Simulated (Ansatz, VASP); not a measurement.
One calculation of Sc, two programs

Contents of INCAR:

```
SYSTEM = Sc
ALGO = Fast
EDIFF = 1E-6
ENCUT = 520
GGA = PS
ISIF = 2
ISMEAR = 0
LASPH = .True.
LCHARG = .False.
LREAL = .False.
LWAVE = .False.
NBANDS = 18
NELM = 100
PREC = Accurate
SIGMA = 0.15
```

KPOINTS

```
k-points
0
Gamma
  18 18 10
  0 0 0
```

POSCAR

```
Sc
1.0
    3.2591659288      0.0000000000      0.0000000000
   -1.6295829644      2.8225204895      0.0000000000
    0.0000000000      0.0000000000      5.1099600000
Sc
2
Direct
    0.3333333333      0.6666666667      0.2500000000
    0.6666666667      0.3333333333      0.7500000000
```

Input for Ansatz:

```yaml
crystal:
  lattice:
    - [3.2591659288, 0.0, 0.0]
    - [-1.6295829644, 2.8225204895, 0.0]
    - [0.0, 0.0, 5.10996]
  atoms:
    - { symbol: Sc, position: [0.3333333333, 0.6666666667, 0.25] }
    - { symbol: Sc, position: [0.6666666667, 0.3333333333, 0.75] }
basis:
  ecutwfc: 420
kpoints:
  mp_grid: { grid: [18, 18, 10] }
hamiltonian:
  xc: pbesol
scf:
  occupations: { method: gaussian, width: 0.15 }
output:
  forces: true
  stress: true
  eigenvalues: true
```

Change from the starting cell: strain -0.015 along x and y, -0.030 along z, atoms carried along.

Alike in both runs: task single point; functional PBEsol; k mesh 18 × 18 × 10; occupations gaussian, width 0.15 eV; no spin polarisation.

```csv
,VASP,Ansatz
version,VASP 6.6.1,Ansatz 0.2.0
potentials or method,"VASP PAW PBE potentials, release 64 (Sc_sv), cutoff 520 eV","scalar-relativistic, plane waves, PAW"
valence electrons in the cell,22,22
```

```csv
,VASP,Ansatz,Ansatz less VASP
gap on the k mesh at the Fermi level (eV),none,none,-
pressure (GPa),0.4,0.4,-0.01
"traceless stress, the component that is largest in VASP (GPa)",-0.53,-0.53,0.000
```

VASP's potentials were made for PBE, not for PBEsol. A gap of «none» marks a metal or a gap that the smearing closes.
